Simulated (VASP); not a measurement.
# Mg3GePd (P6_3/mmc) in VASP: a series of runs

The runs below take Mg3GePd through single point, relaxation of cell and atoms, with PBE.

Program: VASP 6.6.1. These are calculated values, not measurements. Logs are shortened: lines on timing, memory, paths and dates and some standing lists are left out, and cuts for length are marked.

**1. The cell of the first run**

Symmetry: P6_3/mmc, No. 194, hexagonal system. Conventional cell: a = 6.228 Å, b = 6.228 Å, c = 5.321 Å, α = 90.00°, β = 90.00°, γ = 120.00°. Within 2.8 Å of Mg (site symmetry mm2) lie 2 Pd at 2.06 Å and 2 Mg at 2.73 Å. Within 4.1 Å of Ge (site symmetry -6m2) lie 12 Mg at 3.12 to 3.34 Å and 6 Pd at 3.83 Å. Within 2.7 Å of Pd (site symmetry -3m) lie 6 Mg at 2.06 Å and 2 Pd at 2.66 Å.

**2. Single point, PBE**

File INCAR:

```
SYSTEM = Mg3GePd
ALGO     = Fast           ! electronic algorithm
EDIFF    = 1E-6           ! SCF threshold, eV
ENCUT    = 520            ! plane-wave cutoff, eV
GGA      = PE             ! functional
ISIF     = 2              ! what is computed and relaxed
ISMEAR   = 0              ! smearing method
LASPH    = .True.         ! aspherical terms in the spheres
LCHARG   = .False.        ! write CHGCAR
LREAL    = .False.        ! projectors in reciprocal space
LWAVE    = .False.        ! write WAVECAR
NBANDS   = 41             ! bands
NELM     = 100            ! most SCF steps
PREC     = Accurate       ! precision mode
SIGMA    = 0.1            ! smearing width, eV
```

File KPOINTS:

```
k-points
0
Gamma
  3 3 4
  0 0 0
```

File POSCAR:

```
Mg3GePd
1.0
    6.2282473053      0.0000000000      0.0000000000
   -3.1141236527      5.3938203875      0.0000000000
    0.0000000000      0.0000000000      5.3211135948
Mg Ge Pd
6 2 2
Direct
    0.1460000000      0.2919999999      0.2500000000
    0.8540000000      0.1460000000      0.7500000000
    0.8540000000      0.7080000001      0.7500000000
    0.1460000000      0.8540000000      0.2500000000
    0.7080000001      0.8540000000      0.2500000000
    0.2919999999      0.1460000000      0.7500000000
    0.3333333333      0.6666666667      0.7500000000
    0.6666666667      0.3333333333      0.2500000000
    0.0000000000      0.0000000000      0.5000000000
    0.0000000000      0.0000000000      0.0000000000
```

Potentials or basis: VASP PAW PBE potentials, release 64 (Mg, Ge_d, Pd).

Command:

```bash
> cat potpaw_PBE.64/Mg/POTCAR potpaw_PBE.64/Ge_d/POTCAR potpaw_PBE.64/Pd/POTCAR > POTCAR
> mpirun -np 1 vasp_std > vasp.out
```

OUTCAR:

```text
SYSTEM = Mg3GePd
   EDIFF = 1E-6
   ENCUT = 520
   GGA = PE
   ISIF = 2
   ISMEAR = 0
   LASPH = .True.
   LREAL = .False.
   NELM = 100
   PREC = Accurate

 ion  position               nearest neighbor table
   1  0.146  0.292  0.250-   9 2.06  10 2.06   5 2.73   4 2.73   6 3.09   6 3.09   2 3.09   2 3.09
                             8 3.12   8 3.12   5 3.50   4 3.50
   2  0.854  0.146  0.750-   9 2.06  10 2.06   6 2.73   3 2.73   1 3.09   1 3.09   5 3.09   5 3.09
                             7 3.12   7 3.12   6 3.50   3 3.50
   3  0.854  0.708  0.750-   9 2.06  10 2.06   6 2.73   2 2.73   5 3.09   5 3.09   4 3.09   4 3.09
                             7 3.12   7 3.12   6 3.50   2 3.50
   4  0.146  0.854  0.250-   9 2.06  10 2.06   5 2.73   1 2.73   3 3.09   3 3.09   6 3.09   6 3.09
                             8 3.12   8 3.12   5 3.50   1 3.50
   5  0.708  0.854  0.250-   9 2.06  10 2.06   4 2.73   1 2.73   3 3.09   3 3.09   2 3.09   2 3.09
                             8 3.12   8 3.12   4 3.50   1 3.50
   6  0.292  0.146  0.750-   9 2.06  10 2.06   2 2.73   3 2.73   1 3.09   1 3.09   4 3.09   4 3.09
                             7 3.12   7 3.12   2 3.50   3 3.50
   7  0.333  0.667  0.750-   3 3.12   3 3.12   2 3.12   2 3.12   6 3.12   6 3.12
   8  0.667  0.333  0.250-   1 3.12   1 3.12   4 3.12   4 3.12   5 3.12   5 3.12
   9  0.000  0.000  0.500-   5 2.06   6 2.06   1 2.06   3 2.06   2 2.06   4 2.06  10 2.66  10 2.66

  10  0.000  0.000  0.000-   5 2.06   6 2.06   1 2.06   3 2.06   2 2.06   4 2.06   9 2.66   9 2.66

  LATTYP: Found a hexagonal cell.
 ALAT       =     6.2282473053
 C/A-ratio  =     0.8543516874

  Lattice vectors:

 A1 = (   6.2282473053,   0.0000000000,   0.0000000000)
 A2 = (  -3.1141236527,   5.3938203875,   0.0000000000)
 A3 = (   0.0000000000,   0.0000000000,   5.3211135948)

Analysis of symmetry for initial positions (statically):
=====================================================================
 Subroutine PRICEL returns:
 Original cell was already a primitive cell.

 Routine SETGRP: Setting up the symmetry group for a
 hexagonal supercell.

 Subroutine GETGRP returns: Found 24 space group operations
 (whereof 12 operations were pure point group operations)
 out of a pool of 24 trial point group operations.

The static configuration has the point symmetry D_3d.
 The point group associated with its full space group is D_6h.

Analysis of symmetry for dynamics (positions and initial velocities):
=====================================================================
 Subroutine PRICEL returns:
 Original cell was already a primitive cell.

 Routine SETGRP: Setting up the symmetry group for a
 hexagonal supercell.

 Subroutine GETGRP returns: Found 24 space group operations
 (whereof 12 operations were pure point group operations)
 out of a pool of 24 trial point group operations.

The dynamic configuration has the point symmetry D_3d.
 The point group associated with its full space group is D_6h.

 Subroutine INISYM returns: Found 24 space group operations
 (whereof 12 operations are pure point group operations),
 and found     1 'primitive' translations

----------------------------------------------------------------------------------------

                                     Primitive cell

  volume of cell :     178.7577

  direct lattice vectors                    reciprocal lattice vectors
     6.228247305  0.000000000  0.000000000     0.160558814  0.092698674  0.000000000
    -3.114123653  5.393820387  0.000000000     0.000000000  0.185397349  0.000000000
     0.000000000  0.000000000  5.321113595     0.000000000  0.000000000  0.187930587

  length of vectors
     6.228247305  6.228247305  5.321113595     0.185397349  0.185397349  0.187930587

  position of ions in fractional coordinates (direct lattice)
     0.146000000  0.292000000  0.250000000
     0.854000000  0.146000000  0.750000000
     0.854000000  0.708000000  0.750000000
     0.146000000  0.854000000  0.250000000
     0.708000000  0.854000000  0.250000000
     0.292000000  0.146000000  0.750000000
     0.333333333  0.666666667  0.750000000
     0.666666667  0.333333333  0.250000000
     0.000000000  0.000000000  0.500000000
     0.000000000  0.000000000  0.000000000

  ion indices of the primitive-cell ions
   primitive index   ion index
                 1           1
                 2           2
                 3           3
                 4           4
                 5           5
                 6           6
                 7           7
                 8           8
                 9           9
                10          10

----------------------------------------------------------------------------------------

 KPOINTS: k-points

Automatic generation of k-mesh.
 Grid dimensions read from file:
 generate k-points for:    3    3    4

 Generating k-lattice:

  Cartesian coordinates                     Fractional coordinates (reciprocal lattice)
     0.053519605  0.030899558  0.000000000     0.333333333  0.000000000  0.000000000
     0.000000000  0.061799116  0.000000000     0.000000000  0.333333333  0.000000000
     0.000000000  0.000000000  0.046982647     0.000000000  0.000000000  0.250000000

  Length of vectors
     0.061799116  0.061799116  0.046982647

  Shift w.r.t. Gamma in fractional coordinates (k-lattice)
     0.000000000  0.000000000  0.000000000

 Subroutine IBZKPT returns following result:
 ===========================================

 Found      9 irreducible k-points:

 Following reciprocal coordinates:
            Coordinates               Weight
  0.000000  0.000000  0.000000      1.000000
  0.333333  0.000000  0.000000      6.000000
  0.333333  0.333333  0.000000      2.000000
  0.000000  0.000000  0.250000      2.000000
  0.333333  0.000000  0.250000     12.000000
  0.333333  0.333333  0.250000      4.000000
  0.000000  0.000000  0.500000      1.000000
  0.333333  0.000000  0.500000      6.000000
  0.333333  0.333333  0.500000      2.000000
   k-points           NKPTS =      9   k-points in BZ     NKDIM =      9   number of bands    NBANDS=     41
   number of dos      NEDOS =    301   number of ions     NIONS =     10
   total plane-waves  NPLWV =  92160
   dimension x,y,z NGX =    48 NGY =   48 NGZ =   40
   dimension x,y,z NGXF=    96 NGYF=   96 NGZF=   80
   ions per type =               6   2   2
   NGX,Y,Z   is equivalent  to a cutoff of  12.81, 12.81, 12.50 a.u.
   NGXF,Y,Z  is equivalent  to a cutoff of  25.62, 25.62, 24.99 a.u.
 SYSTEM =  Mg3GePd
   PREC   = accura    normal or accurate (medium, high low for compatibility)
   ISTART =      0    job   : 0-new  1-cont  2-samecut
   ICHARG =      2    charge: 1-file 2-atom 10-const
   ISPIN  =      1    spin polarized calculation?
   LNONCOLLINEAR =      F non collinear calculations
   LSORBIT =      F    spin-orbit coupling
   LASPH  =      T    aspherical Exc in radial PAW
   ENCUT  =  520.0 eV  38.22 Ry    6.18 a.u.  11.58 11.58  9.89*2*pi/ulx,y,z
   NELM   =    100;   NELMIN=  2; NELMDL= -5     # of ELM steps
   EDIFF  = 0.1E-05   stopping-criterion for ELM
   LREAL  =      F    real-space projection
   EDIFFG = 0.1E-04   stopping-criterion for IOM
   NSW    =      0    number of steps for IOM
   IBRION =     -1    ionic relax: 0-MD 1-quasi-New 2-CG
   NFREE  =      0    steps in history (QN), initial steepest desc. (CG)
   ISIF   =      2    stress and relaxation
   ISYM   =      2    0-nonsym 1-usesym 2-fastsym
   POTIM  = 0.5000    time-step for ionic-motion
   TEBEG  =    0.0;   TEEND  =   0.0 temperature during run
   PSTRESS=    0.0 pullay stress
   NELECT =      60.0000    total number of electrons
   NUPDOWN=      -1.0000    fix difference up-down
   EMIN   =  10.00;   EMAX   =-10.00  energy-range for DOS
   EFERMI =   0.00;   METHOD = LEGACY
   ISMEAR =     0;   SIGMA  =   0.10  broadening in eV -4-tet -1-fermi 0-gaus
   EFERMI_NEDOS =   21; number of points for ismear=-14 and -15
   IALGO  =     68    algorithm
   IMIX   =      4    mixing-type and parameters
     AMIX     =   0.40;   BMIX     =  1.00
     AMIX_MAG =   1.60;   BMIX_MAG =  1.00
  volume/ion in A,a.u.               =      17.88       120.63
  Fermi-wavevector in a.u.,A,eV,Ry     =   1.137724  2.149987 17.611601  1.294416
  Thomas-Fermi vector in A             =   2.274429
   LORBIT       =      0    0 simple, 1 ext, 2 COOP (PROOUT), +10 PAW based schemes
   GGA     = PE    functional components
   LHFCALC =     F    Hartree Fock is set to
   AEXX    =    0.0000 exact exchange contribution
   IVDW    =     0    specifies the selected vdW correction
   LEPSILON=     F    determine dielectric tensor
   LRPA    =     F    only Hartree local field effects (RPA)
 non-spin polarized calculation
 RMM-DIIS sequential band-by-band and
 Gauss-broadening in eV      SIGMA  =   0.10
  energy-cutoff  :      520.00
  volume of cell :      178.76
 maximum number of plane-waves:      4844
 NGX is ok and might be reduce to    48
   NGX = 23   NGY = 23   NGZ = 19

 number of electron      59.9999975 magnetization

 Free energy of the ion-electron system (eV)
  ---------------------------------------------------
  ext. energy  EPLUGINS =         0.00000000
  ---------------------------------------------------
  free energy    TOTEN  =       -13.91707718 eV

  energy without entropy =      -13.88927281  energy(sigma->0) =      -13.90317499

 E-fermi :   5.6736     XC(G=0): -10.0094

 val. band max:        5.6336212299   @ k =   0.3333   0.0000   0.2500
 cond. band min:       5.6911104501   @ k =   0.3333   0.3333   0.0000
 fundamental gap:      0.0574892203
 Fermi energy:         5.6736351936

 k-point     1 :       0.0000    0.0000    0.0000
  band No.  band energies     occupation
      1     -18.7236      2.00000
      2     -18.7236      2.00000
      3     -18.7234      2.00000
      4     -18.7234      2.00000
      5     -18.7107      2.00000
      6     -18.7107      2.00000
[... 33 lines left out ...]
     40       9.6617      0.00000
     41       9.6617      0.00000

 k-point     2 :       0.3333    0.0000    0.0000
  band No.  band energies     occupation
      1     -18.7237      2.00000
      2     -18.7237      2.00000
      3     -18.7232      2.00000
      4     -18.7231      2.00000
      5     -18.7108      2.00000
      6     -18.7105      2.00000
[... 33 lines left out ...]
     40      10.6344      0.00000
     41      10.6934      0.00000

 k-point     3 :       0.3333    0.3333    0.0000
  band No.  band energies     occupation
      1     -18.7239      2.00000
      2     -18.7234      2.00000
      3     -18.7234      2.00000
      4     -18.7229      2.00000
      5     -18.7109      2.00000
      6     -18.7100      2.00000
[... 33 lines left out ...]
     40      10.1414      0.00000
     41      10.2605      0.00000

 k-point     4 :       0.0000    0.0000    0.2500
  band No.  band energies     occupation
      1     -18.7235      2.00000
      2     -18.7235      2.00000
      3     -18.7234      2.00000
      4     -18.7234      2.00000
      5     -18.7105      2.00000
      6     -18.7105      2.00000
[... 165 lines left out ...]
     40      11.8836      0.00000
     41      11.9328      0.00000

 k-point     8 :       0.3333    0.0000    0.5000
  band No.  band energies     occupation
      1     -18.7235      2.00000
      2     -18.7235      2.00000
      3     -18.7234      2.00000
      4     -18.7234      2.00000
      5     -18.7101      2.00000
      6     -18.7101      2.00000
[... 33 lines left out ...]
     40      10.0102      0.00000
     41      11.5517      0.00000

 k-point     9 :       0.3333    0.3333    0.5000
  band No.  band energies     occupation
      1     -18.7234      2.00000
      2     -18.7234      2.00000
      3     -18.7234      2.00000
      4     -18.7234      2.00000
      5     -18.7101      2.00000
      6     -18.7101      2.00000
[... 33 lines left out ...]
     40      10.8821      0.00000
     41      11.3782      0.00000

------------------------ aborting loop because EDIFF is reached ----------------------------------------

  FORCE on cell =-STRESS in cart. coord.  units (eV):
  Direction    XX          YY          ZZ          XY          YZ          ZX
  --------------------------------------------------------------------------------------
  -------------------------------------------------------------------------------------
  Total       48.1766291     48.1766291     61.9662328     -0.0000000     -0.0000000      0.0000000
  in kB      431.7994972    431.7994972    555.3935309     -0.0000000     -0.0000000      0.0000000
  external PRESSURE =     472.9975084 kB  Pullay stress =       0.0000000 kB

 VOLUME and BASIS-vectors are now :
 -----------------------------------------------------------------------------
  energy-cutoff  :      520.00
  volume of cell :      178.76
      direct lattice vectors                 reciprocal lattice vectors
     6.228247305  0.000000000  0.000000000     0.160558814  0.092698674  0.000000000
    -3.114123653  5.393820387  0.000000000     0.000000000  0.185397349  0.000000000
     0.000000000  0.000000000  5.321113595     0.000000000  0.000000000  0.187930587

 POSITION                                       TOTAL-FORCE (eV/Angst)
 -----------------------------------------------------------------------------------
      0.00000      1.57500      1.33028        -0.000000     10.912479     -0.000000
      4.86426      0.78750      3.99084        -9.450484      5.456239      0.000000
      3.11412      3.81882      3.99084         0.000000    -10.912479      0.000000
     -1.75014      4.60632      1.33028         9.450484     -5.456239     -0.000000
      1.75014      4.60632      1.33028        -9.450484     -5.456239      0.000000
      1.36399      0.78750      3.99084         9.450484      5.456239     -0.000000
     -0.00000      3.59588      3.99084         0.000000     -0.000000      0.000000
      3.11412      1.79794      1.33028         0.000000      0.000000     -0.000000
      0.00000      0.00000      2.66056         0.000000      0.000000      0.000000
      0.00000      0.00000      0.00000         0.000000      0.000000      0.000000
 -----------------------------------------------------------------------------------
    total drift:                               -0.000000      0.000000     -0.000000

  FREE ENERGIE OF THE ION-ELECTRON SYSTEM (eV)
  ---------------------------------------------------
  free  energy   TOTEN  =       -13.9170771757 eV

  energy  without entropy=      -13.8892728097  energy(sigma->0) =      -13.90317499
```

Run time: 1.7 min. Hardware: 1 thread of Intel Xeon Platinum 8488C (Sapphire Rapids), shared host; peak memory 0.32 GiB.

Results:

| Item | Value |
| --- | --- |
| Free energy | -13.9171 eV |
| Pressure | 47.3 GPa |
| Largest force | 10.912 eV/Å |
| Band gap on the k mesh | zero (bands 30 and 31 overlap by 0.77 eV) |

Forces in eV/Å, atoms in the order of the input:
```
Mg    0.000  10.912   0.000
Mg   -9.450   5.456   0.000
Mg    0.000 -10.912   0.000
Mg    9.450  -5.456   0.000
Mg   -9.450  -5.456   0.000
Mg    9.450   5.456   0.000
Ge    0.000   0.000   0.000
Ge    0.000   0.000   0.000
Pd    0.000   0.000   0.000
Pd    0.000   0.000   0.000
```

Caveat: the k points lie up to 0.39 Å⁻¹ apart, too coarse for converged energies and pressures of a metal; forces of over 1 eV/Å act on the atoms, so gaps and moduli don't describe the material at rest.

**3. Single point, PBE**

This run uses another cell than the first one, of 21.33 Å³/atom.

File INCAR:

```
SYSTEM = Mg3GePd
ALGO = Fast
EDIFF = 1E-7
ENCUT = 520
GGA = PE
ISIF = 2
ISMEAR = 0
LASPH = .True.
LCHARG = .False.
LREAL = .False.
LWAVE = .False.
NBANDS = 41
NELM = 80
PREC = Accurate
SIGMA = 0.1
```

KPOINTS is that of step 2.

File POSCAR:

```
Mg3GePd
1.0
    6.8762597220      0.0000000000      0.0000000000
   -3.4381298610      5.9550156023      0.0000000000
    0.0000000000      0.0000000000      5.2085855280
Mg Ge Pd
6 2 2
Direct
    0.1894254043      0.3788508087      0.2500000000
    0.8105745957      0.1894254043      0.7500000000
    0.8105745957      0.6211491913      0.7500000000
    0.1894254043      0.8105745957      0.2500000000
    0.6211491913      0.8105745957      0.2500000000
    0.3788508087      0.1894254043      0.7500000000
    0.3333333333      0.6666666667      0.7500000000
    0.6666666667      0.3333333333      0.2500000000
    0.0000000000      0.0000000000      0.5000000000
    0.0000000000      0.0000000000      0.0000000000
```

Potentials or basis: VASP PAW PBE potentials, release 64 (Mg, Ge_d, Pd).

Command:

```bash
> cat potpaw_PBE.64/Mg/POTCAR potpaw_PBE.64/Ge_d/POTCAR potpaw_PBE.64/Pd/POTCAR > POTCAR
> mpirun -np 1 vasp_std > vasp.out
```

Run time: 3.2 min. Hardware: 1 thread of Intel Xeon Platinum 8488C (Sapphire Rapids), shared host; peak memory 0.37 GiB.

Results (log left out):

| Property | Result |
| --- | --- |
| Free energy | -30.0974 eV |
| Pressure | 0.1 GPa |
| Largest force | 0.009 eV/Å |
| Band gap on the k mesh | zero (bands 30 and 31 overlap by 1.07 eV) |

Forces on the atoms (eV/Å):
```
Mg   0.000  0.009  0.000
Mg  -0.008  0.005  0.000
Mg   0.000 -0.009  0.000
Mg   0.008 -0.005  0.000
Mg  -0.008 -0.005  0.000
Mg   0.008  0.005  0.000
Ge   0.000  0.000  0.000
Ge   0.000  0.000  0.000
Pd   0.000  0.000  0.000
Pd   0.000  0.000  0.000
```

Stress tensor (GPa, compression positive):
```
 0.22  0.00  0.00
 0.00  0.22  0.00
 0.00  0.00 -0.13
```

Levels at points of the mesh, in eV from the Fermi level:
```csv
k point,band 29,band 30,band 31,band 32,band 33,band 34
"(0.00, 0.00, 0.00)",-1.15,-0.65,-0.30,1.34,1.34,1.43
"(0.00, 0.00, 0.50)",-1.36,-1.36,-0.15,-0.15,-0.15,-0.15
```

[end of part 1 of 2]
